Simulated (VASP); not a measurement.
# K (I4/mmm) in VASP: single point with PBEsol

Aim: the single point of K with PBEsol.

Program: VASP 6.6.1. These are calculated values, not measurements. Logs are shortened: lines on timing, memory, paths and dates and some standing lists are left out, and cuts for length are marked.

### 1 The cell of the first run

The structure is tetragonal, space group I4/mmm (No. 139). Conventional cell: a = 5.315 Å, b = 5.315 Å, c = 5.189 Å, α = 90.00°, β = 90.00°, γ = 90.00°.

### 2 Single point, PBEsol (biaxial strain in the a-b plane: +1.5 %)

Input file INCAR:

```
SYSTEM = K
  PREC = Accurate
  ENCUT = 520
  EDIFF = 1E-7
  ISMEAR = 0
  SIGMA = 0.1
  LREAL = .False.
  LASPH = .True.
  NELM = 100
  ALGO = Fast
  ISIF = 2
  LWAVE = .False.
  LCHARG = .False.
  GGA = PS
  NBANDS = 16
```

Input file KPOINTS:

```
regular mesh
0
Gamma
  10 10 10
  0 0 0
```

Input file POSCAR:

```
K
1.0
    5.3145400000      0.0000000000      0.0000000000
    0.0000000000      5.3145400000      0.0000000000
    0.0000000000      0.0000000000      5.1888760000
K
2
Direct
    0.0000000000      0.0000000000      0.0000000000
    0.5000000000      0.5000000000      0.5000000000
```

Potentials or basis: VASP PAW PBE potentials, release 64 (K_sv).

Launch:

```bash
$ cat potpaw_PBE.64/K_sv/POTCAR > POTCAR
$ mpirun -np 1 vasp_std > vasp.out
```

OUTCAR:

```text
SYSTEM = K
   PREC = Accurate
   ENCUT = 520
   EDIFF = 1E-7
   ISMEAR = 0
   LREAL = .False.
   LASPH = .True.
   NELM = 100
   ISIF = 2
   GGA = PS

 ion  position               nearest neighbor table
   1  0.000  0.000  0.000-
   2  0.500  0.500  0.500-

  LATTYP: Found a simple tetragonal cell.
 ALAT       =     5.3145400000
 C/A-ratio  =     0.9763546798

  Lattice vectors:

 A1 = (   5.3145400000,   0.0000000000,   0.0000000000)
 A2 = (   0.0000000000,   5.3145400000,   0.0000000000)
 A3 = (   0.0000000000,   0.0000000000,   5.1888760000)

Analysis of symmetry for initial positions (statically):
=====================================================================
 Subroutine PRICEL returns following result:

  LATTYP: Found a body centered tetragonal cell.
 ALAT       =     5.3145400000
 C/A-ratio  =     0.9763546798

  Lattice vectors:

 A1 = (  -2.6572700000,  -2.6572700000,  -2.5944380000)
 A2 = (   2.6572700000,   2.6572700000,  -2.5944380000)
 A3 = (   2.6572700000,  -2.6572700000,   2.5944380000)

   2 primitive cells build up your supercell.

 Routine SETGRP: Setting up the symmetry group for a
 simple tetragonal supercell.

 Subroutine GETGRP returns: Found 16 space group operations
 (whereof 16 operations were pure point group operations)
 out of a pool of 16 trial point group operations.

The static configuration has the point symmetry D_4h.

Analysis of symmetry for dynamics (positions and initial velocities):
=====================================================================
 Subroutine PRICEL returns following result:

  LATTYP: Found a body centered tetragonal cell.
 ALAT       =     5.3145400000
 C/A-ratio  =     0.9763546798

  Lattice vectors:

 A1 = (  -2.6572700000,  -2.6572700000,  -2.5944380000)
 A2 = (   2.6572700000,   2.6572700000,  -2.5944380000)
 A3 = (   2.6572700000,  -2.6572700000,   2.5944380000)

   2 primitive cells build up your supercell.

 Routine SETGRP: Setting up the symmetry group for a
 simple tetragonal supercell.

 Subroutine GETGRP returns: Found 16 space group operations
 (whereof 16 operations were pure point group operations)
 out of a pool of 16 trial point group operations.

The dynamic configuration has the point symmetry D_4h.

 Subroutine INISYM returns: Found 16 space group operations
 (whereof 16 operations are pure point group operations),
 and found     2 'primitive' translations

----------------------------------------------------------------------------------------

                                     Primitive cell

  volume of cell :      73.2782

  direct lattice vectors                    reciprocal lattice vectors
    -2.657270000 -2.657270000 -2.594438000     0.000000000 -0.188163040 -0.192719965
     2.657270000  2.657270000 -2.594438000     0.188163040  0.000000000 -0.192719965
     2.657270000 -2.657270000  2.594438000     0.188163040 -0.188163040  0.000000000

  length of vectors
     4.566538759  4.566538759  4.566538759     0.269344230  0.269344230  0.266102722

  position of ions in fractional coordinates (direct lattice)
     0.000000000  0.000000000  0.000000000

  ion indices of the primitive-cell ions
   primitive index   ion index
                 1           1

----------------------------------------------------------------------------------------

 KPOINTS: regular mesh

Automatic generation of k-mesh.
 Grid dimensions read from file:
 generate k-points for:   10   10   10

 Generating k-lattice:

  Cartesian coordinates                     Fractional coordinates (reciprocal lattice)
     0.018816304  0.000000000  0.000000000     0.100000000  0.000000000  0.000000000
     0.000000000  0.018816304  0.000000000     0.000000000  0.100000000  0.000000000
     0.000000000  0.000000000  0.019271996     0.000000000  0.000000000  0.100000000

  Length of vectors
     0.018816304  0.018816304  0.019271996

  Shift w.r.t. Gamma in fractional coordinates (k-lattice)
     0.000000000  0.000000000  0.000000000

 Subroutine IBZKPT returns following result:
 ===========================================

 Found    126 irreducible k-points:

 Following reciprocal coordinates:
            Coordinates               Weight
  0.000000  0.000000  0.000000      1.000000
  0.100000  0.000000  0.000000      4.000000
  0.200000  0.000000  0.000000      4.000000
  0.300000  0.000000  0.000000      4.000000
  0.400000  0.000000  0.000000      4.000000
  0.500000  0.000000  0.000000      2.000000
[... 16 lines left out ...]
  0.100000  0.000000  0.100000      8.000000
  0.200000  0.000000  0.100000      8.000000
 [... further k-points ...]
   k-points           NKPTS =    126   k-points in BZ     NKDIM =    126   number of bands    NBANDS=     16
   number of dos      NEDOS =    301   number of ions     NIONS =      2
   total plane-waves  NPLWV =  64000
   dimension x,y,z NGX =    40 NGY =   40 NGZ =   40
   dimension x,y,z NGXF=    80 NGYF=   80 NGZF=   80
   ions per type =               2
   NGX,Y,Z   is equivalent  to a cutoff of  12.51, 12.51, 12.82 a.u.
   NGXF,Y,Z  is equivalent  to a cutoff of  25.03, 25.03, 25.63 a.u.
 SYSTEM =  K
   PREC   = accura    normal or accurate (medium, high low for compatibility)
   ISTART =      0    job   : 0-new  1-cont  2-samecut
   ICHARG =      2    charge: 1-file 2-atom 10-const
   ISPIN  =      1    spin polarized calculation?
   LNONCOLLINEAR =      F non collinear calculations
   LSORBIT =      F    spin-orbit coupling
   LASPH  =      T    aspherical Exc in radial PAW
   ENCUT  =  520.0 eV  38.22 Ry    6.18 a.u.   9.88  9.88  9.65*2*pi/ulx,y,z
   NELM   =    100;   NELMIN=  2; NELMDL= -5     # of ELM steps
   EDIFF  = 0.1E-06   stopping-criterion for ELM
   LREAL  =      F    real-space projection
   EDIFFG = 0.1E-05   stopping-criterion for IOM
   NSW    =      0    number of steps for IOM
   IBRION =     -1    ionic relax: 0-MD 1-quasi-New 2-CG
   NFREE  =      0    steps in history (QN), initial steepest desc. (CG)
   ISIF   =      2    stress and relaxation
   ISYM   =      2    0-nonsym 1-usesym 2-fastsym
   POTIM  = 0.5000    time-step for ionic-motion
   TEBEG  =    0.0;   TEEND  =   0.0 temperature during run
   PSTRESS=    0.0 pullay stress
   NELECT =      18.0000    total number of electrons
   NUPDOWN=      -1.0000    fix difference up-down
   EMIN   =  10.00;   EMAX   =-10.00  energy-range for DOS
   EFERMI =   0.00;   METHOD = LEGACY
   ISMEAR =     0;   SIGMA  =   0.10  broadening in eV -4-tet -1-fermi 0-gaus
   EFERMI_NEDOS =   21; number of points for ismear=-14 and -15
   IALGO  =     68    algorithm
   IMIX   =      4    mixing-type and parameters
     AMIX     =   0.40;   BMIX     =  1.00
     AMIX_MAG =   1.60;   BMIX_MAG =  1.00
  volume/ion in A,a.u.               =      73.28       494.51
  Fermi-wavevector in a.u.,A,eV,Ry     =   0.813762  1.537787  9.009897  0.662209
  Thomas-Fermi vector in A             =   1.923546
   LORBIT       =      0    0 simple, 1 ext, 2 COOP (PROOUT), +10 PAW based schemes
   GGA     = PS    functional components
   LHFCALC =     F    Hartree Fock is set to
   AEXX    =    0.0000 exact exchange contribution
   IVDW    =     0    specifies the selected vdW correction
   LEPSILON=     F    determine dielectric tensor
   LRPA    =     F    only Hartree local field effects (RPA)
 non-spin polarized calculation
 RMM-DIIS sequential band-by-band and
 Gauss-broadening in eV      SIGMA  =   0.10
  energy-cutoff  :      520.00
  volume of cell :      146.56
 maximum number of plane-waves:      3980
 NGX is ok and might be reduce to    40
   NGX = 19   NGY = 19   NGZ = 19

 number of electron      17.9999997 magnetization

 Free energy of the ion-electron system (eV)
  ---------------------------------------------------
  ext. energy  EPLUGINS =         0.00000000
  ---------------------------------------------------
  free energy    TOTEN  =        -2.26831427 eV

  energy without entropy =       -2.26102375  energy(sigma->0) =       -2.26466901

 E-fermi :  -0.1452     XC(G=0):  -5.7056

 val. band max:       -0.1678970736   @ k =   0.1000   0.0000   0.4000
 cond. band min:      -0.1395614005   @ k =   0.3000   0.2000   0.5000
 fundamental gap:      0.0283356731
 Fermi energy:        -0.1451968263

 k-point     1 :       0.0000    0.0000    0.0000
  band No.  band energies     occupation
      1     -32.1506      2.00000
      2     -32.1430      2.00000
      3     -15.7113      2.00000
      4     -15.7113      2.00000
      5     -15.7083      2.00000
      6     -15.6603      2.00000
[... 8 lines left out ...]
     15       4.0693      0.00000
     16       4.1824      0.00000

 k-point     2 :       0.1000    0.0000    0.0000
  band No.  band energies     occupation
      1     -32.1504      2.00000
      2     -32.1432      2.00000
      3     -15.7110      2.00000
      4     -15.7100      2.00000
      5     -15.7070      2.00000
      6     -15.6623      2.00000
[... 8 lines left out ...]
     15       3.9919      0.00000
     16       4.1170      0.00000

 k-point     3 :       0.2000    0.0000    0.0000
  band No.  band energies     occupation
      1     -32.1498      2.00000
      2     -32.1437      2.00000
      3     -15.7098      2.00000
      4     -15.7062      2.00000
      5     -15.7034      2.00000
      6     -15.6684      2.00000
[... 8 lines left out ...]
     15       3.8215      0.00000
     16       3.9573      0.00000

 k-point     4 :       0.3000    0.0000    0.0000
  band No.  band energies     occupation
      1     -32.1489      2.00000
      2     -32.1445      2.00000
      3     -15.7072      2.00000
      4     -15.7003      2.00000
      5     -15.6979      2.00000
      6     -15.6772      2.00000
[... 8 lines left out ...]
     15       3.7154      0.00000
     16       3.7654      0.00000
[... 324 lines left out ...]
 k-point    22 :       0.0000    0.0000    0.1000
  band No.  band energies     occupation
      1     -32.1504      2.00000
      2     -32.1432      2.00000
      3     -15.7099      2.00000
      4     -15.7099      2.00000
      5     -15.7083      2.00000
      6     -15.6627      2.00000
[... 8 lines left out ...]
     15       4.1003      0.00000
     16       4.1004      0.00000

 k-point    23 :       0.1000    0.0000    0.1000
  band No.  band energies     occupation
      1     -32.1502      2.00000
      2     -32.1433      2.00000
      3     -15.7119      2.00000
      4     -15.7087      2.00000
      5     -15.7049      2.00000
      6     -15.6669      2.00000
[... 8 lines left out ...]
     15       3.9473      0.00000
     16       3.9807      0.00000

 k-point    24 :       0.2000    0.0000    0.1000
  band No.  band energies     occupation
      1     -32.1497      2.00000
      2     -32.1438      2.00000
      3     -15.7129      2.00000
      4     -15.7051      2.00000
      5     -15.6995      2.00000
      6     -15.6746      2.00000
[... 8 lines left out ...]
     15       3.7565      0.00000
     16       3.9043      0.00000

 [... further k-points ...]

------------------------ aborting loop because EDIFF is reached ----------------------------------------

  FORCE on cell =-STRESS in cart. coord.  units (eV):
  Direction    XX          YY          ZZ          XY          YZ          ZX
  --------------------------------------------------------------------------------------
  -------------------------------------------------------------------------------------
  Total       -0.1138449     -0.1138449     -0.1130144      0.0000000      0.0000000     -0.0000000
  in kB       -1.2445709     -1.2445709     -1.2354916      0.0000000      0.0000000     -0.0000000
  external PRESSURE =      -1.2415444 kB  Pullay stress =       0.0000000 kB

 VOLUME and BASIS-vectors are now :
 -----------------------------------------------------------------------------
  energy-cutoff  :      520.00
  volume of cell :      146.56
      direct lattice vectors                 reciprocal lattice vectors
     5.314540000  0.000000000  0.000000000     0.188163040  0.000000000  0.000000000
     0.000000000  5.314540000  0.000000000     0.000000000  0.188163040  0.000000000
     0.000000000  0.000000000  5.188876000     0.000000000  0.000000000  0.192719965

 POSITION                                       TOTAL-FORCE (eV/Angst)
 -----------------------------------------------------------------------------------
      0.00000      0.00000      0.00000         0.000000      0.000000     -0.000000
      2.65727      2.65727      2.59444        -0.000000     -0.000000      0.000000
 -----------------------------------------------------------------------------------
    total drift:                                0.000000      0.000000     -0.000000

  FREE ENERGIE OF THE ION-ELECTRON SYSTEM (eV)
  ---------------------------------------------------
  free  energy   TOTEN  =        -2.2683142743 eV

  energy  without entropy=       -2.2610237516  energy(sigma->0) =       -2.26466901
```

Wall time 3.8 min (1 thread of Oxide Virtual Turin-like, shared host); peak memory 0.36 GiB.

Results:

| Property | Result |
| --- | --- |
| Free energy | -2.2683 eV |
| Pressure | -0.1 GPa |
| Band gap on the k mesh | zero (bands 9 and 10 overlap by 2.18 eV) |

Levels at points of the mesh, in eV from the Fermi level:
```tsv
k point	band 5	band 6	band 7	band 8	band 9	band 10	band 11	band 12	band 13	band 14
(0.00, 0.00, 0.00)	-15.56	-15.52	-15.51	-15.51	-2.18	1.62	1.70	3.37	3.37	3.65
(0.50, 0.00, 0.00)	-15.54	-15.54	-15.54	-15.54	-0.73	-0.73	2.85	2.85	3.44	3.44
(0.50, 0.50, 0.00)	-15.54	-15.54	-15.51	-15.51	0.40	0.40	0.63	0.63	3.24	3.24
(0.00, 0.00, 0.50)	-15.54	-15.54	-15.54	-15.54	-0.67	-0.67	2.86	2.86	3.46	3.46
(0.50, 0.00, 0.50)	-15.54	-15.54	-15.52	-15.52	0.45	0.45	0.69	0.69	3.11	3.11
(0.50, 0.50, 0.50)	-15.55	-15.55	-15.55	-15.55	1.45	1.45	1.45	1.45	1.47	1.47
```

Caveat: the cell differs from its parent crystal (biaxial strain in the a-b plane: +1.5 %); the PAW data sets were made with another functional, which shifts forces and pressure a little.

The gap in the log of VASP goes by the Fermi energy; the results here count the filled bands.